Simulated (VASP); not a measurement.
Here is a VASP 6.6.1 calculation.

The input INCAR:

```
SYSTEM = Pb
PREC = Accurate ; ENCUT = 520
EDIFF = 1E-6 ; ISMEAR = -1
SIGMA = 0.08 ; LREAL = .False.
LASPH = .True. ; NELM = 60
ALGO = Normal ; ISIF = 2
LWAVE = .False. ; LCHARG = .False.
GGA = PE ; NBANDS = 21
```

File KPOINTS:

```
Automatic mesh
0
Gamma
  14 14 8
  0 0 0
```

Contents of POSCAR:

```
Pb
1.0
    3.5030477244      0.0000000000      0.0000000000
   -1.7515238622      3.0337283200      0.0000000000
    0.0000000000      0.0000000000      5.6270209464
Pb
2
Direct
    0.3333333333      0.6666666667      0.2500000000
    0.6666666667      0.3333333333      0.7500000000
```

Potentials or basis: VASP PAW PBE potentials, release 64 (Pb_d).

Command:

```console
$ cat potpaw_PBE.64/Pb_d/POTCAR > POTCAR
$ mpirun -np 1 vasp_std > vasp.out
```

Question: What does it give for the band gap on the k mesh?

Answer: Zero (bands 14 and 15 overlap by 7.27 eV).

Question: What does it give for the pressure?

Answer: 2.9 GPa.

Stress tensor (GPa, compression positive):
```
2.33 0.00 0.00
0.00 2.33 0.00
0.00 0.00 4.06
```

Caveat: spin-orbit coupling is left out, which moves the levels of the heavy elements.
